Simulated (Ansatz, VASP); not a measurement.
# Nb in VASP and in Ansatz

File INCAR:

```
PREC = Accurate
ENCUT = 520
EDIFF = 1E-6
ISMEAR = 0
SIGMA = 0.1
LREAL = F
LASPH = T
NELM = 80
ALGO = Normal
ISIF = 2
LWAVE = F
LCHARG = F
LDIPOL = T
IDIPOL = 3
DIPOL = 0.5 0.5 0.500
GGA = PE
NBANDS = 48
```

KPOINTS

```
regular mesh
0
Gamma
  13 13 1
```

File POSCAR:

```
Nb
1.0
    2.8675105716      0.0000000000      0.0000000000
   -0.9558368572      2.7035148937      0.0000000000
    0.0000000000      0.0000000000     26.7065628874
Nb
6
Direct
    0.5000000000      0.5000000000      0.2808298481
    0.0000000000      0.0000000000      0.3684979089
    0.5000000000      0.5000000000      0.4561659696
    0.0000000000      0.0000000000      0.5438340304
    0.5000000000      0.5000000000      0.6315020911
    0.0000000000      0.0000000000      0.7191701519
```

Input for Ansatz:

```yaml
crystal:
  lattice:
    - [2.867510572, 0.0, 0.0]
    - [-0.9558368573, 2.7035148941, 0.0]
    - [0.0, 0.0, 26.7065628889]
  atoms:
    - { symbol: Nb, position: [0.5, 0.5, 0.2808298481] }
    - { symbol: Nb, position: [0.0, 0.0, 0.3684979089] }
    - { symbol: Nb, position: [0.5, 0.5, 0.4561659696] }
    - { symbol: Nb, position: [0.0, 0.0, 0.5438340304] }
    - { symbol: Nb, position: [0.5, 0.5, 0.6315020911] }
    - { symbol: Nb, position: [0.0, 0.0, 0.7191701519] }
basis:
  ecutwfc: 420
kpoints:
  mp_grid: { grid: [13, 13, 1] }
hamiltonian:
  xc: pbe
scf:
  occupations: { method: gaussian, width: 0.1 }
output:
  forces: true
  stress: true
  eigenvalues: true
  write_density: true
  write_potential: true
  elf: true
  volumetric_format: npy
efield:
  axis: 3
  dipole_correction: true
```

Alike in both runs: task single point; functional PBE; k mesh 13 × 13 × 1; occupations gaussian, width 0.1 eV; no spin polarisation.

|  | VASP | Ansatz |
| --- | --- | --- |
| version | VASP 6.6.1 | Ansatz 0.2.0 |
| potentials or method | VASP PAW PBE potentials, release 64 (Nb_sv), cutoff 520 eV | scalar-relativistic, plane waves, PAW |
| valence electrons in the cell | 78 | 78 |

Ansatz gave:

```
gap on the k mesh at the Fermi level (eV) : none
rms of the force components (eV/Å)        : 0.170
```

Problem. What did VASP give for the same quantities?

Solution. gap on the k mesh at the Fermi level (eV): none; rms of the force components (eV/Å): 0.174.

Atom by atom the forces differ by 0.005 eV/Å (rms over components). A gap of «none» marks a metal or a gap that the smearing closes. With one functional, cell and mesh, what is left measures potentials, basis and numerics. Ansatz's warnings: vacuum density over bound, xc potential rough in thin density.
